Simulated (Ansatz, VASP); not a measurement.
**ZrS in VASP and in Ansatz**

File POSCAR:

```
ZrS
1.0
    0.0000000000      2.6250000000      2.6250000000
    2.6250000000      0.0000000000      2.6250000000
    2.6250000000      2.6250000000      0.0000000000
Zr S
1 1
Direct
   -0.0833333333     -0.0833333333      0.0833333333
    0.5000000000      0.5000000000      0.5000000000
```

The input INCAR.step1:

```
SYSTEM = ZrS
PREC = Accurate ; ENCUT = 550
ISMEAR = 0 ; SIGMA = 0.15
LREAL = .False. ; LASPH = .True.
NELM = 120 ; NBANDS = 16
GGA = PE ; ALGO = Normal
EDIFF = 1E-5 ; LWAVE = .True.
LCHARG = .False. ; GGA_COMPAT = .False.
```

Contents of INCAR.step2:

```
SYSTEM = ZrS
PREC = Accurate ; ENCUT = 550
EDIFF = 1E-6 ; ISMEAR = 0
SIGMA = 0.15 ; LREAL = .False.
LASPH = .True. ; NELM = 120
ALGO = Normal ; ISIF = 2
LWAVE = .False. ; LCHARG = .False.
METAGGA = R2SCAN ; LMIXTAU = .True.
NBANDS = 16 ; ISTART = 1
GGA_COMPAT = .False.
```

File KPOINTS:

```
Automatic mesh
0
Gamma
  16 16 16
  0 0 0
```

Input for Ansatz:

```yaml
crystal:
  lattice:
    - [0.0, 2.625, 2.625]
    - [2.625, 0.0, 2.625]
    - [2.625, 2.625, 0.0]
  atoms:
    - { symbol: Zr, position: [-0.0833333333, -0.0833333333, 0.0833333333] }
    - { symbol: S, position: [0.5, 0.5, 0.5] }
basis:
  ecutwfc: 500
kpoints:
  mp_grid: { grid: [16, 16, 16] }
hamiltonian:
  xc: r2scan
scf:
  occupations: { method: gaussian, width: 0.15 }
output:
  forces: true
  stress: true
  eigenvalues: true
```

Change from the starting cell: all Zr atoms moved +0.438 Å, as atom 1 towards its neighbour atom 2 (S) at 2.625 Å.

Alike in both runs: task single point; functional r2SCAN; k mesh 16 × 16 × 16; occupations gaussian, width 0.15 eV; no spin polarisation.

|  | VASP | Ansatz |
| --- | --- | --- |
| version | VASP 6.6.1 | Ansatz 0.2.0 |
| potentials or method | VASP PAW PBE potentials, release 64 (Zr_sv, S), cutoff 550 eV | scalar-relativistic, plane waves, PAW |
| valence electrons in the cell | 18 | 18 |

|  | VASP | Ansatz | Ansatz less VASP |
| --- | --- | --- | --- |
| gap on the k mesh at the Fermi level (eV) | none | none | - |
| pressure (GPa) | 10.8 | 10.8 | -0.03 |
| traceless stress, the component that is largest in VASP (GPa) | 30.90 | 30.77 | -0.137 |
| rms of the force components (eV/Å) | 2.974 | 2.962 | -0.0113 |

VASP's potentials were made for PBE, not for r2SCAN. Atom by atom the forces differ by 0.011 eV/Å (rms over components). A gap of «none» marks a metal or a gap that the smearing closes.
